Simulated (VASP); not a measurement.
Input of a VASP 6.6.1 run:

INCAR

```
SYSTEM = Ru2F
PREC = Accurate
ENCUT = 600
EDIFF = 1E-7
ISMEAR = 0
SIGMA = 0.1
LREAL = .False.
LASPH = .True.
NELM = 120
ALGO = Normal
ISIF = 3
LWAVE = .False.
LCHARG = .False.
GGA = PE
IBRION = 2
NSW = 100
EDIFFG = -0.01
GGA_COMPAT = .False.
NELMIN = 4
KPAR = 4
```

File KPOINTS:

```
Automatic mesh
0
Gamma
  8 14 6
  0 0 0
```

The input POSCAR:

```
Ru2F
1.0
    4.8925162815      0.0000000000      0.0000000000
    0.0000000000      2.6863751549      0.0000000000
   -1.6716606105      0.0000000000      6.1734749361
Ru F
4 2
Direct
    0.8013569037      0.7500000000      0.9034131037
    0.2160586304      0.2500000000      0.4589482148
    0.1986430963      0.2500000000      0.0965868963
    0.7839413696      0.7500000000      0.5410517852
    0.3984338877      0.2500000000      0.8237301492
    0.6015661123      0.7500000000      0.1762698508
```

Potentials or basis: VASP PAW PBE potentials, release 64 (Ru_pv, F).

The run is started by

```console
$ cat potpaw_PBE.64/Ru_pv/POTCAR potpaw_PBE.64/F/POTCAR > POTCAR
$ mpirun -np 4 vasp_std > vasp.out
```

Q: What does it give for the band gap on the k mesh?

A: Zero (bands 35 and 36 overlap by 1.67 eV).

Final structure:
```
Ru F
1.0
     4.91056    0.00000    0.01483
     0.00000    2.67696    0.00000
    -1.65912    0.00000    6.16716
Ru F
4 2
Direct
  0.79993 0.75000 0.90189
  0.21875 0.25000 0.45944
  0.20007 0.25000 0.09811
  0.78125 0.75000 0.54056
  0.39772 0.25000 0.82370
  0.60228 0.75000 0.17630
```
